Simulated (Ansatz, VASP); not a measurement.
# Two plane-wave programs on Si32C

```
Si C
1.0
     5.47009    5.47009   -5.47009
    -5.47009    5.47009    5.47009
     5.47009   -5.47009    5.47009
Si C
32 1
Direct
  0.49098 0.75555 0.00468
  0.25296 0.76092 0.25184
  0.99928 0.74275 0.47266
  0.49104 0.00527 0.75499
  0.77442 0.79125 0.79075
  0.22452 0.01656 0.01605
  0.99935 0.00861 0.26432
  0.50781 0.26401 0.51312
  0.74561 0.99864 0.50659
  0.25316 0.25243 0.76033
  0.99935 0.26476 0.00784
  0.50775 0.51366 0.26338
  0.73788 0.24474 0.24413
  0.26089 0.50632 0.50570
  0.99927 0.47305 0.74211
  0.74580 0.50738 0.99826
  0.25681 0.49768 0.75121
  0.99935 0.51287 0.00375
  0.74193 0.49436 0.23968
  0.25674 0.75183 0.49715
  0.52828 0.52487 0.52428
  0.00005 0.69518 0.69471
  0.74427 0.76170 0.01538
  0.25450 0.01685 0.27065
  0.49923 0.75537 0.25482
  0.99935 0.00436 0.51236
  0.74420 0.01573 0.76096
  0.25457 0.27108 0.01618
  0.47051 0.99599 0.99539
  0.99941 0.25606 0.25542
  0.74185 0.24012 0.49366
  0.49957 0.25556 0.75498
  0.99951 0.85500 0.85466
```

Alike in both runs: functional PBE; k mesh 3 × 3 × 3; occupations gaussian, width 0.01 eV; no spin polarisation.

Ansatz relaxed the structure, and its values are those at the end. VASP's run is a single point on that final structure, the one shown.

|  | VASP | Ansatz |
| --- | --- | --- |
| version | VASP 6.6.1 | Ansatz 0.2.0 |
| potentials or method | VASP PAW PBE potentials, release 64 (Si, C), cutoff 520 eV | scalar-relativistic, plane waves, PAW |
| valence electrons in the cell | 132 | 132 |

VASP gave:

```
gap on the k mesh at the Fermi level (eV) : none
rms of the force components (eV/Å)        : 0.005
```

Problem. Which values does Ansatz return?

Solution. gap on the k mesh at the Fermi level (eV): none; rms of the force components (eV/Å): 0.003.

A gap of «none» marks a metal or a gap that the smearing closes. With one functional, cell and mesh, what is left measures potentials, basis and numerics.
